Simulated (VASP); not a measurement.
A run of VASP 6.6.1 is set up as follows.

Contents of INCAR:

```
SYSTEM = Rh
PREC = Accurate
ENCUT = 520
EDIFF = 1E-6
ISMEAR = -1
SIGMA = 0.05
LREAL = .FALSE.
LASPH = .TRUE.
NELM = 150
ALGO = Normal
ISIF = 2
LWAVE = .FALSE.
LCHARG = .FALSE.
ISPIN = 2
MAGMOM = 1 1
LORBIT = 11
LMAXMIX = 4
GGA = PE
NBANDS = 26
```

File KPOINTS:

```
Automatic mesh
0
G
  11 11 11
  0 0 0
```

POSCAR

```
Rh
1.0
    0.0000000000      2.6419961574      2.6419961574
    2.6419961574      0.0000000000      2.6419961574
    2.6419961574      2.6419961574      0.0000000000
Rh
2
Direct
    0.1250000000      0.1250000000      0.1250000000
    0.8750000000      0.8750000000      0.8750000000
```

Potentials or basis: VASP PAW PBE potentials, release 64 (Rh_pv).

Launch:

```console
$ cat potpaw_PBE.64/Rh_pv/POTCAR > POTCAR
$ mpirun -np 1 vasp_std > vasp.out
```

Task: What does it give for the net moment?

Result: 0.00 μB per cell.

Task: Predict the pressure.

Result: 22.9 GPa.

Task: Predict the band gap on the k mesh.

Result: Zero (filled and empty bands overlap).
